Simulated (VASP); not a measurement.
# Zn (Fm-3m) in VASP: notebook

Runs on Zn. Level: LDA. Tasks: single point, relaxation of cell and atoms.

Everything below comes from runs of VASP 6.6.1. Logs are shortened: lines on timing, memory, paths and dates and some standing lists are left out, and cuts for length are marked.

## Step 1: The cell of the first run

Symmetry: Fm-3m, No. 225, cubic system. Conventional cell: a = 3.808 Å, b = 3.808 Å, c = 3.808 Å, α = 90.00°, β = 90.00°, γ = 90.00°. Zn (site symmetry m-3m) has 12 Zn at 2.69 Å within 3.6 Å.

## Step 2: Single point, LDA (volume scaled by 1.021, to set the pressure)

INCAR

```
SYSTEM = Zn
PREC = Accurate
ENCUT = 520
EDIFF = 1E-6
ISMEAR = -1
SIGMA = 0.1
LREAL = .FALSE.
LASPH = .TRUE.
NELM = 80
ALGO = Normal
ISIF = 2
LWAVE = .FALSE.
LCHARG = .FALSE.
NBANDS = 12
```

KPOINTS

```
regular mesh
0
G
  17 17 17
  0 0 0
```

POSCAR

```
Zn
1.0
    0.0000000000      1.9038277552      1.9038277552
    1.9038277552      0.0000000000      1.9038277552
    1.9038277552      1.9038277552      0.0000000000
Zn
1
Direct
    0.0000000000      0.0000000000      0.0000000000
```

Potentials or basis: VASP PAW LDA potentials, release 64 (Zn).

Run with:

```bash
$ cat potpaw_LDA.64/Zn/POTCAR > POTCAR
$ mpirun -np 1 vasp_std > vasp.out
```

OUTCAR:

```text
SYSTEM = Zn
   PREC = Accurate
   ENCUT = 520
   EDIFF = 1E-6
   ISMEAR = -1
   LREAL = .FALSE.
   LASPH = .TRUE.
   NELM = 80
   ISIF = 2

 ion  position               nearest neighbor table
   1  0.000  0.000  0.000-

  LATTYP: Found a face centered cubic cell.
 ALAT       =     3.8076555104

  Lattice vectors:

 A1 = (   0.0000000000,   1.9038277552,   1.9038277552)
 A2 = (   1.9038277552,   0.0000000000,   1.9038277552)
 A3 = (   1.9038277552,   1.9038277552,   0.0000000000)

Analysis of symmetry for initial positions (statically):
=====================================================================
 Subroutine PRICEL returns:
 Original cell was already a primitive cell.

 Routine SETGRP: Setting up the symmetry group for a
 face centered cubic supercell.

 Subroutine GETGRP returns: Found 48 space group operations
 (whereof 48 operations were pure point group operations)
 out of a pool of 48 trial point group operations.

The static configuration has the point symmetry O_h .

Analysis of symmetry for dynamics (positions and initial velocities):
=====================================================================
 Subroutine PRICEL returns:
 Original cell was already a primitive cell.

 Routine SETGRP: Setting up the symmetry group for a
 face centered cubic supercell.

 Subroutine GETGRP returns: Found 48 space group operations
 (whereof 48 operations were pure point group operations)
 out of a pool of 48 trial point group operations.

The dynamic configuration has the point symmetry O_h .

 Subroutine INISYM returns: Found 48 space group operations
 (whereof 48 operations are pure point group operations),
 and found     1 'primitive' translations

----------------------------------------------------------------------------------------

                                     Primitive cell

  volume of cell :      13.8011

  direct lattice vectors                    reciprocal lattice vectors
     0.000000000  1.903827755  1.903827755    -0.262628801  0.262628801  0.262628801
     1.903827755  0.000000000  1.903827755     0.262628801 -0.262628801  0.262628801
     1.903827755  1.903827755  0.000000000     0.262628801  0.262628801 -0.262628801

  length of vectors
     2.692419032  2.692419032  2.692419032     0.454886426  0.454886426  0.454886426

  position of ions in fractional coordinates (direct lattice)
     0.000000000  0.000000000  0.000000000

  ion indices of the primitive-cell ions
   primitive index   ion index
                 1           1

----------------------------------------------------------------------------------------

 KPOINTS: regular mesh

Automatic generation of k-mesh.
 Grid dimensions read from file:
 generate k-points for:   17   17   17

 Generating k-lattice:

  Cartesian coordinates                     Fractional coordinates (reciprocal lattice)
    -0.015448753  0.015448753  0.015448753     0.058823529  0.000000000  0.000000000
     0.015448753 -0.015448753  0.015448753     0.000000000  0.058823529  0.000000000
     0.015448753  0.015448753 -0.015448753     0.000000000  0.000000000  0.058823529

  Length of vectors
     0.026758025  0.026758025  0.026758025

  Shift w.r.t. Gamma in fractional coordinates (k-lattice)
     0.000000000  0.000000000  0.000000000

 Subroutine IBZKPT returns following result:
 ===========================================

 Found    165 irreducible k-points:

 Following reciprocal coordinates:
            Coordinates               Weight
  0.000000  0.000000  0.000000      1.000000
  0.058824  0.000000  0.000000      8.000000
  0.117647  0.000000  0.000000      8.000000
  0.176471  0.000000  0.000000      8.000000
  0.235294  0.000000  0.000000      8.000000
  0.294118  0.000000  0.000000      8.000000
[... 16 lines left out ...]
 -0.176471  0.058824  0.000000     24.000000
 -0.117647  0.058824  0.000000     24.000000
 [... further k-points ...]
   k-points           NKPTS =    165   k-points in BZ     NKDIM =    165   number of bands    NBANDS=     12
   number of dos      NEDOS =    301   number of ions     NIONS =      1
   total plane-waves  NPLWV =   8000
   dimension x,y,z NGX =    20 NGY =   20 NGZ =   20
   dimension x,y,z NGXF=    40 NGYF=   40 NGZF=   40
   ions per type =               1
   NGX,Y,Z   is equivalent  to a cutoff of  12.35, 12.35, 12.35 a.u.
   NGXF,Y,Z  is equivalent  to a cutoff of  24.70, 24.70, 24.70 a.u.
 SYSTEM =  Zn
   PREC   = accura    normal or accurate (medium, high low for compatibility)
   ISTART =      0    job   : 0-new  1-cont  2-samecut
   ICHARG =      2    charge: 1-file 2-atom 10-const
   ISPIN  =      1    spin polarized calculation?
   LNONCOLLINEAR =      F non collinear calculations
   LSORBIT =      F    spin-orbit coupling
   LASPH  =      T    aspherical Exc in radial PAW
   ENCUT  =  520.0 eV  38.22 Ry    6.18 a.u.   5.01  5.01  5.01*2*pi/ulx,y,z
   NELM   =     80;   NELMIN=  2; NELMDL= -5     # of ELM steps
   EDIFF  = 0.1E-05   stopping-criterion for ELM
   LREAL  =      F    real-space projection
   EDIFFG = 0.1E-04   stopping-criterion for IOM
   NSW    =      0    number of steps for IOM
   IBRION =     -1    ionic relax: 0-MD 1-quasi-New 2-CG
   NFREE  =      0    steps in history (QN), initial steepest desc. (CG)
   ISIF   =      2    stress and relaxation
   ISYM   =      2    0-nonsym 1-usesym 2-fastsym
   POTIM  = 0.5000    time-step for ionic-motion
   TEBEG  =    0.0;   TEEND  =   0.0 temperature during run
   PSTRESS=    0.0 pullay stress
   NELECT =      12.0000    total number of electrons
   NUPDOWN=      -1.0000    fix difference up-down
   EMIN   =  10.00;   EMAX   =-10.00  energy-range for DOS
   EFERMI =   0.00;   METHOD = LEGACY
   ISMEAR =    -1;   SIGMA  =   0.10  broadening in eV -4-tet -1-fermi 0-gaus
   EFERMI_NEDOS =   21; number of points for ismear=-14 and -15
   IALGO  =     38    algorithm
   IMIX   =      4    mixing-type and parameters
     AMIX     =   0.40;   BMIX     =  1.00
     AMIX_MAG =   1.60;   BMIX_MAG =  1.00
  volume/ion in A,a.u.               =      13.80        93.13
  Fermi-wavevector in a.u.,A,eV,Ry     =   1.562539  2.952771 33.219016  2.441529
  Thomas-Fermi vector in A             =   2.665443
   LORBIT       =      0    0 simple, 1 ext, 2 COOP (PROOUT), +10 PAW based schemes
   GGA     = CA    functional components
   LHFCALC =     F    Hartree Fock is set to
   AEXX    =    0.0000 exact exchange contribution
   IVDW    =     0    specifies the selected vdW correction
   LEPSILON=     F    determine dielectric tensor
   LRPA    =     F    only Hartree local field effects (RPA)
 non-spin polarized calculation
  energy-cutoff  :      520.00
  volume of cell :       13.80
 maximum number of plane-waves:       380
   NGX =  9   NGY =  9   NGZ =  9

 number of electron      12.0000018 magnetization

 Free energy of the ion-electron system (eV)
  ---------------------------------------------------
  ext. energy  EPLUGINS =         0.00000000
  ---------------------------------------------------
  free energy    TOTEN  =        -1.85288779 eV

  energy without entropy =       -1.84290541  energy(sigma->0) =       -1.84789660

 E-fermi :   3.5760     XC(G=0): -12.4231

 val. band max:        3.5757022286   @ k =  -0.4118   0.1176   0.0000
 cond. band min:       3.6140326531   @ k =  -0.4118   0.2353   0.1176
 fundamental gap:      0.0383304245
 Fermi energy:         3.5759602723

 k-point     1 :       0.0000    0.0000    0.0000
  band No.  band energies     occupation
      1      -7.5735      2.00000
      2      -4.3972      2.00000
      3      -4.3972      2.00000
      4      -4.3972      2.00000
      5      -3.9399      2.00000
      6      -3.9399      2.00000
      7      23.0350      0.00000
      8      23.0350      0.00000
      9      23.0350      0.00000
     10      23.3192      0.00000
     11      25.8562      0.00000
     12      25.8562      0.00000

 k-point     2 :       0.0588    0.0000    0.0000
  band No.  band energies     occupation
      1      -7.4618      2.00000
      2      -4.4081      2.00000
      3      -4.3830      2.00000
      4      -4.3830      2.00000
      5      -3.9442      2.00000
      6      -3.9442      2.00000
      7      20.9515      0.00000
      8      22.6564      0.00000
      9      22.6564      0.00000
     10      23.2144      0.00000
     11      26.4245      0.00000
     12      26.4245      0.00000

 k-point     3 :       0.1176    0.0000    0.0000
  band No.  band energies     occupation
      1      -7.1326      2.00000
      2      -4.4328      2.00000
      3      -4.3468      2.00000
      4      -4.3468      2.00000
      5      -3.9514      2.00000
      6      -3.9514      2.00000
      7      17.9045      0.00000
      8      21.9532      0.00000
      9      21.9532      0.00000
     10      23.1198      0.00000
     11      27.6932      0.00000
     12      27.6932      0.00000
[... 286 lines left out ...]
 k-point    23 :      -0.1765    0.0588    0.0000
  band No.  band energies     occupation
      1      -6.3132      2.00000
      2      -4.4682      2.00000
      3      -4.2835      2.00000
      4      -4.2811      2.00000
      5      -3.9915      2.00000
      6      -3.8569      2.00000
      7      14.0176      0.00000
      8      18.6249      0.00000
      9      22.6736      0.00000
     10      23.6574      0.00000
     11      26.6734      0.00000
     12      26.8407      0.00000

 k-point    24 :      -0.1176    0.0588    0.0000
  band No.  band energies     occupation
      1      -6.8821      2.00000
      2      -4.4633      2.00000
      3      -4.3214      2.00000
      4      -4.3094      2.00000
      5      -3.9922      2.00000
      6      -3.9111      2.00000
      7      16.9681      0.00000
      8      19.2480      0.00000
      9      23.2257      0.00000
     10      23.7603      0.00000
     11      26.8548      0.00000
     12      27.4213      0.00000

 [... further k-points ...]

------------------------ aborting loop because EDIFF is reached ----------------------------------------

  FORCE on cell =-STRESS in cart. coord.  units (eV):
  Direction    XX          YY          ZZ          XY          YZ          ZX
  --------------------------------------------------------------------------------------
  -------------------------------------------------------------------------------------
  Total       -0.0871401     -0.0871401     -0.0871401     -0.0000000      0.0000000     -0.0000000
  in kB      -10.1161582    -10.1161582    -10.1161582     -0.0000000      0.0000000     -0.0000000
  external PRESSURE =     -10.1161582 kB  Pullay stress =       0.0000000 kB

 VOLUME and BASIS-vectors are now :
 -----------------------------------------------------------------------------
  energy-cutoff  :      520.00
  volume of cell :       13.80
      direct lattice vectors                 reciprocal lattice vectors
     0.000000000  1.903827755  1.903827755    -0.262628801  0.262628801  0.262628801
     1.903827755  0.000000000  1.903827755     0.262628801 -0.262628801  0.262628801
     1.903827755  1.903827755  0.000000000     0.262628801  0.262628801 -0.262628801

 POSITION                                       TOTAL-FORCE (eV/Angst)
 -----------------------------------------------------------------------------------
      0.00000      0.00000      0.00000         0.000000      0.000000      0.000000
 -----------------------------------------------------------------------------------
    total drift:                                0.000000      0.000000      0.000000

  FREE ENERGIE OF THE ION-ELECTRON SYSTEM (eV)
  ---------------------------------------------------
  free  energy   TOTEN  =        -1.8528877909 eV

  energy  without entropy=       -1.8429054058  energy(sigma->0) =       -1.84789660
```

Run time: 31 s. Hardware: 1 thread of Intel Xeon 8259CL, shared host; peak memory 0.13 GiB.

What came out:

* Free energy: -1.8529 eV
* Pressure: -1.0 GPa
* Band gap on the k mesh: zero (band 6 reaches 4.90 eV, above the bottom of band 7 at 2.41 eV)

Caveat: the cell differs from its parent crystal (volume scaled by 1.021, to set the pressure).

(Continued in part 2 of 2.)
